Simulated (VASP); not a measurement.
# TaN (C2) in VASP: single point with PBEsol

Aim: the single point of TaN with PBEsol.

All numbers are computed with VASP 6.6.1; they aren't measurements. Logs are shortened: lines on timing, memory, paths and dates and some standing lists are left out, and cuts for length are marked.

## (1) The cell of the first run

The structure is monoclinic, space group C2 (No. 5). The conventional cell has a = 8.932 Å, b = 5.244 Å, c = 2.919 Å, α = 90.00°, β = 92.65°, γ = 90.00°. Within 2.7 Å of Ta (site symmetry 1) lie 6 N at 2.06 to 2.35 Å. Ta (site symmetry 2) has 3 N at 2.01 to 2.10 Å within 2.7 Å. N (site symmetry 1) has 5 Ta at 2.01 to 2.35 Å and 1 N at 2.64 Å within 2.7 Å. Within 3.0 Å of N (site symmetry 2) lie 5 Ta at 2.10 to 2.22 Å and 6 N at 2.64 to 2.92 Å.

## (2) Single point, PBEsol (strained and its atoms moved)

INCAR

```
  ALGO = Normal
  EDIFF = 1E-7
  ENCUT = 520
  GGA = PS
  ISIF = 2
  ISMEAR = 0
  LASPH = True
  LCHARG = False
  LREAL = False
  LWAVE = False
  NBANDS = 33
  NELM = 100
  PREC = Accurate
  SIGMA = 0.1
```

KPOINTS

```
k-points
0
Gamma
  8 8 10
```

POSCAR

```
TaN
1.0
    5.1776589838      0.0382425664     -0.1039200173
   -2.5557104579      4.5030668146      0.1039334927
   -0.0582200000      0.0336220500      2.9184521600
Ta N
3 3
Direct
    0.3211401875      0.6709747252      0.4628136588
    0.6709747252      0.3211401875      0.5371863412
   -0.0034170933     -0.0034170933      0.0000000000
    0.3961842211      0.0192009509      0.0152182576
    0.5959170087      0.5959170087      0.0000000000
    0.0192009509      0.3961842211     -0.0152182576
```

Potentials or basis: VASP PAW PBE potentials, release 64 (Ta_pv, N).

Command:

```sh
> cat potpaw_PBE.64/Ta_pv/POTCAR potpaw_PBE.64/N/POTCAR > POTCAR
> mpirun -np 1 vasp_std > vasp.out
```

OUTCAR:

```text
EDIFF = 1E-7
   ENCUT = 520
   GGA = PS
   ISIF = 2
   ISMEAR = 0
   LASPH = True
   LREAL = False
   NELM = 100
   PREC = Accurate

 ion  position               nearest neighbor table
   1  0.321  0.671  0.463-   6 2.06   4 2.07   6 2.15   5 2.18   5 2.22   4 2.35   2 2.96   2 2.96
                             2 3.12   3 3.15   3 3.36   3 3.36   3 3.37   3 3.40   3 3.40
   2  0.671  0.321  0.537-   4 2.06   6 2.07   4 2.15   5 2.18   5 2.22   6 2.35   1 2.96   1 2.96
                             1 3.12   3 3.15   3 3.36   3 3.36   3 3.37   3 3.40   3 3.40
   3  0.997  0.997  0.000-   6 2.01   4 2.01   5 2.10   1 3.15   2 3.15   1 3.36   2 3.36   1 3.36
                             2 3.36   2 3.37   1 3.37   1 3.40   2 3.40   2 3.40   1 3.40
   4  0.396  0.019  0.015-   3 2.01   2 2.06   1 2.07   2 2.15   1 2.35
   5  0.596  0.596  0.000-   3 2.10   2 2.18   1 2.18   2 2.22   1 2.22
   6  0.019  0.396  0.985-   3 2.01   1 2.06   2 2.07   1 2.15   2 2.35

  LATTYP: Found a base centered monoclinic cell.
 ALAT       =     8.9321252550
 B/A-ratio  =     0.5870790438
 C/A-ratio  =     0.3268232765
 COS(beta)  =    -0.0462883468

  Lattice vectors:

 A1 = (   2.5557104579,  -4.5030668146,  -0.1039334927)
 A2 = (   5.1776589838,   0.0382425664,  -0.1039200173)
 A3 = (  -0.0582200000,   0.0336220500,   2.9184521600)

Analysis of symmetry for initial positions (statically):
=====================================================================
 Subroutine PRICEL returns:
 Original cell was already a primitive cell.

 Routine SETGRP: Setting up the symmetry group for a
 base centered monoclinic supercell.

 Subroutine GETGRP returns: Found  2 space group operations
 (whereof  2 operations were pure point group operations)
 out of a pool of  4 trial point group operations.

The static configuration has the point symmetry C_2 .

Analysis of symmetry for dynamics (positions and initial velocities):
=====================================================================
 Subroutine PRICEL returns:
 Original cell was already a primitive cell.

 Routine SETGRP: Setting up the symmetry group for a
 base centered monoclinic supercell.

 Subroutine GETGRP returns: Found  2 space group operations
 (whereof  2 operations were pure point group operations)
 out of a pool of  4 trial point group operations.

The dynamic configuration has the point symmetry C_2 .

 Subroutine INISYM returns: Found  2 space group operations
 (whereof  2 operations are pure point group operations),
 and found     1 'primitive' translations

----------------------------------------------------------------------------------------

                                     Primitive cell

  volume of cell :      68.2933

  direct lattice vectors                    reciprocal lattice vectors
     5.177658984  0.038242566 -0.103920017     0.192383252  0.109127333  0.002580638
    -2.555710458  4.503066815  0.103933493    -0.001685423  0.221173904 -0.002581658
    -0.058220000  0.033622050  2.918452160     0.006910390 -0.003990767  0.342831215

  length of vectors
     5.178842961  5.178809598  2.919226442     0.221193920  0.221195392  0.342924076

  position of ions in fractional coordinates (direct lattice)
     0.321140187  0.670974725  0.462813659
     0.670974725  0.321140187  0.537186341
     0.996582907  0.996582907  0.000000000
     0.396184221  0.019200951  0.015218258
     0.595917009  0.595917009  0.000000000
     0.019200951  0.396184221  0.984781742

  ion indices of the primitive-cell ions
   primitive index   ion index
                 1           1
                 2           2
                 3           3
                 4           4
                 5           5
                 6           6

----------------------------------------------------------------------------------------

 KPOINTS: k-points

Automatic generation of k-mesh.
 Grid dimensions read from file:
 generate k-points for:    8    8   10

 Generating k-lattice:

  Cartesian coordinates                     Fractional coordinates (reciprocal lattice)
     0.024047906  0.013640917  0.000322580     0.125000000  0.000000000  0.000000000
    -0.000210678  0.027646738 -0.000322707    -0.000000000  0.125000000  0.000000000
     0.000691039 -0.000399077  0.034283122     0.000000000  0.000000000  0.100000000

  Length of vectors
     0.027649240  0.027649424  0.034292408

  Shift w.r.t. Gamma in fractional coordinates (k-lattice)
     0.000000000  0.000000000  0.000000000

 Subroutine IBZKPT returns following result:
 ===========================================

 Found    186 irreducible k-points:

 Following reciprocal coordinates:
            Coordinates               Weight
  0.000000  0.000000  0.000000      1.000000
  0.125000 -0.000000  0.000000      4.000000
  0.250000 -0.000000  0.000000      4.000000
  0.375000  0.000000  0.000000      4.000000
  0.500000 -0.000000  0.000000      2.000000
  0.125000  0.125000 -0.000000      2.000000
[... 16 lines left out ...]
  0.125000 -0.000000  0.100000      4.000000
  0.250000 -0.000000  0.100000      4.000000
 [... further k-points ...]
   k-points           NKPTS =    186   k-points in BZ     NKDIM =    186   number of bands    NBANDS=     33
   number of dos      NEDOS =    301   number of ions     NIONS =      6
   total plane-waves  NPLWV =  38400
   dimension x,y,z NGX =    40 NGY =   40 NGZ =   24
   dimension x,y,z NGXF=    80 NGYF=   80 NGZF=   48
   ions per type =               3   3
   NGX,Y,Z   is equivalent  to a cutoff of  12.84, 12.84, 13.67 a.u.
   NGXF,Y,Z  is equivalent  to a cutoff of  25.68, 25.68, 27.34 a.u.
 SYSTEM =  unknown system
   PREC   = accura    normal or accurate (medium, high low for compatibility)
   ISTART =      0    job   : 0-new  1-cont  2-samecut
   ICHARG =      2    charge: 1-file 2-atom 10-const
   ISPIN  =      1    spin polarized calculation?
   LNONCOLLINEAR =      F non collinear calculations
   LSORBIT =      F    spin-orbit coupling
   LASPH  =      T    aspherical Exc in radial PAW
   ENCUT  =  520.0 eV  38.22 Ry    6.18 a.u.   9.63  9.63  5.43*2*pi/ulx,y,z
   NELM   =    100;   NELMIN=  2; NELMDL= -5     # of ELM steps
   EDIFF  = 0.1E-06   stopping-criterion for ELM
   LREAL  =      F    real-space projection
   EDIFFG = 0.1E-05   stopping-criterion for IOM
   NSW    =      0    number of steps for IOM
   IBRION =     -1    ionic relax: 0-MD 1-quasi-New 2-CG
   NFREE  =      0    steps in history (QN), initial steepest desc. (CG)
   ISIF   =      2    stress and relaxation
   ISYM   =      2    0-nonsym 1-usesym 2-fastsym
   POTIM  = 0.5000    time-step for ionic-motion
   TEBEG  =    0.0;   TEEND  =   0.0 temperature during run
   PSTRESS=    0.0 pullay stress
   NELECT =      48.0000    total number of electrons
   NUPDOWN=      -1.0000    fix difference up-down
   EMIN   =  10.00;   EMAX   =-10.00  energy-range for DOS
   EFERMI =   0.00;   METHOD = LEGACY
   ISMEAR =     0;   SIGMA  =   0.10  broadening in eV -4-tet -1-fermi 0-gaus
   EFERMI_NEDOS =   21; number of points for ismear=-14 and -15
   IALGO  =     38    algorithm
   IMIX   =      4    mixing-type and parameters
     AMIX     =   0.40;   BMIX     =  1.00
     AMIX_MAG =   1.60;   BMIX_MAG =  1.00
  volume/ion in A,a.u.               =      11.38        76.81
  Fermi-wavevector in a.u.,A,eV,Ry     =   1.455557  2.750604 28.825925  2.118646
  Thomas-Fermi vector in A             =   2.572578
   LORBIT       =      0    0 simple, 1 ext, 2 COOP (PROOUT), +10 PAW based schemes
   GGA     = PS    functional components
   LHFCALC =     F    Hartree Fock is set to
   AEXX    =    0.0000 exact exchange contribution
   IVDW    =     0    specifies the selected vdW correction
   LEPSILON=     F    determine dielectric tensor
   LRPA    =     F    only Hartree local field effects (RPA)
 non-spin polarized calculation
 Gauss-broadening in eV      SIGMA  =   0.10
  energy-cutoff  :      520.00
  volume of cell :       68.29
 maximum number of plane-waves:      1856
 NGX is ok and might be reduce to    40
   NGX = 19   NGY = 19   NGZ = 11

 number of electron      48.0000003 magnetization

 Free energy of the ion-electron system (eV)
  ---------------------------------------------------
  ext. energy  EPLUGINS =         0.00000000
  ---------------------------------------------------
  free energy    TOTEN  =       -70.74907624 eV

  energy without entropy =      -70.74590036  energy(sigma->0) =      -70.74748830

 E-fermi :   8.0794     XC(G=0): -13.1345

 val. band max:        8.0440927584   @ k =  -0.2500   0.1250   0.2000
 cond. band min:       8.0920004292   @ k =  -0.2500   0.1250   0.1000
 fundamental gap:      0.0479076708
 Fermi energy:         8.0794487280

 k-point     1 :       0.0000    0.0000    0.0000
  band No.  band energies     occupation
      1     -28.1278      2.00000
      2     -27.9435      2.00000
      3     -27.7338      2.00000
      4     -27.6312      2.00000
      5     -27.5158      2.00000
      6     -27.4178      2.00000
[... 25 lines left out ...]
     32      11.3450      0.00000
     33      11.4219      0.00000

 k-point     2 :       0.1250   -0.0000    0.0000
  band No.  band energies     occupation
      1     -28.1242      2.00000
      2     -27.9589      2.00000
      3     -27.7137      2.00000
      4     -27.6212      2.00000
      5     -27.5123      2.00000
      6     -27.4214      2.00000
[... 25 lines left out ...]
     32      11.4020      0.00000
     33      11.6389      0.00000

 k-point     3 :       0.2500   -0.0000    0.0000
  band No.  band energies     occupation
      1     -28.1117      2.00000
      2     -27.9825      2.00000
      3     -27.6788      2.00000
      4     -27.6091      2.00000
      5     -27.5026      2.00000
      6     -27.4320      2.00000
[... 25 lines left out ...]
     32      11.8551      0.00000
     33      11.9705      0.00000

 k-point     4 :       0.3750    0.0000    0.0000
  band No.  band energies     occupation
      1     -28.1005      2.00000
      2     -27.9791      2.00000
      3     -27.6915      2.00000
      4     -27.5905      2.00000
      5     -27.4886      2.00000
      6     -27.4485      2.00000
[... 25 lines left out ...]
     32      11.7554      0.00000
     33      12.3710      0.00000

 k-point     5 :       0.5000   -0.0000    0.0000
  band No.  band energies     occupation
      1     -28.0992      2.00000
      2     -27.9625      2.00000
      3     -27.7197      2.00000
      4     -27.5760      2.00000
      5     -27.4763      2.00000
      6     -27.4624      2.00000
[... 604 lines left out ...]
 k-point    22 :       0.0000   -0.0000    0.1000
  band No.  band energies     occupation
      1     -28.1123      2.00000
      2     -27.9322      2.00000
      3     -27.7183      2.00000
      4     -27.6219      2.00000
      5     -27.5972      2.00000
      6     -27.4925      2.00000
[... 25 lines left out ...]
     32      11.0660      0.00000
     33      11.7717      0.00000

 k-point    23 :       0.1250   -0.0000    0.1000
  band No.  band energies     occupation
      1     -28.1086      2.00000
      2     -27.9491      2.00000
      3     -27.6940      2.00000
      4     -27.6146      2.00000
      5     -27.5929      2.00000
      6     -27.4962      2.00000
[... 25 lines left out ...]
     32      11.3735      0.00000
     33      11.8595      0.00000

 k-point    24 :       0.2500   -0.0000    0.1000
  band No.  band energies     occupation
      1     -28.0961      2.00000
      2     -27.9715      2.00000
      3     -27.6640      2.00000
      4     -27.6008      2.00000
      5     -27.5828      2.00000
      6     -27.5082      2.00000
[... 25 lines left out ...]
     32      11.7834      0.00000
     33      12.1645      0.00000

 [... further k-points ...]

------------------------ aborting loop because EDIFF is reached ----------------------------------------

  FORCE on cell =-STRESS in cart. coord.  units (eV):
  Direction    XX          YY          ZZ          XY          YZ          ZX
  --------------------------------------------------------------------------------------
  -------------------------------------------------------------------------------------
  Total        0.5451225      0.5447302     -0.7005064     -0.0003125     -1.7858013      3.0931245
  in kB       12.7887033     12.7794977    -16.4340447     -0.0073323    -41.8953199     72.5654294
  external PRESSURE =       3.0447188 kB  Pullay stress =       0.0000000 kB

 VOLUME and BASIS-vectors are now :
 -----------------------------------------------------------------------------
  energy-cutoff  :      520.00
  volume of cell :       68.29
      direct lattice vectors                 reciprocal lattice vectors
     5.177658984  0.038242566 -0.103920017     0.192383252  0.109127333  0.002580638
    -2.555710458  4.503066815  0.103933493    -0.001685423  0.221173904 -0.002581658
    -0.058220000  0.033622050  2.918452160     0.006910390 -0.003990767  0.342831215

 POSITION                                       TOTAL-FORCE (eV/Angst)
 -----------------------------------------------------------------------------------
     -0.07901      3.04929      1.38706         2.431588     -0.574816      2.266325
      2.62206      1.48984      1.53140        -1.713610      1.818380     -2.266322
      2.61299      4.52579      0.00001        -0.425020     -0.736149     -0.000002
      2.00135      0.10213      0.00524         0.445251     -1.157634     -0.381508
      1.56246      2.70624      0.00001         0.486963      0.843438      0.000003
     -0.97045      1.81789      2.91322        -1.225173     -0.193220      0.381504
 -----------------------------------------------------------------------------------
    total drift:                               -0.001066      0.000543      0.000013

  FREE ENERGIE OF THE ION-ELECTRON SYSTEM (eV)
  ---------------------------------------------------
  free  energy   TOTEN  =       -70.7490762396 eV

  energy  without entropy=      -70.7459003588  energy(sigma->0) =      -70.74748830
```

It took 4.7 min on 1 thread of AMD EPYC 9R14 (Zen 4), shared host; peak memory 0.4 GiB.

Results:

```
Free energy            : -70.7491 eV
Pressure               : 0.3 GPa
Largest force          : 3.373 eV/Å
Band gap on the k mesh : zero (bands 24 and 25 overlap by 2.32 eV)
```

Forces on the atoms (eV/Å):
```
Ta   2.432 -0.575  2.266
Ta  -1.714  1.818 -2.266
Ta  -0.425 -0.736  0.000
N    0.445 -1.158 -0.382
N    0.487  0.843  0.000
N   -1.225 -0.193  0.382
```

Caveat: the cell differs from its parent crystal (strained and its atoms moved); the PAW data sets were made with another functional, which shifts forces and pressure a little; spin-orbit coupling is left out, which moves the levels of the heavy elements.
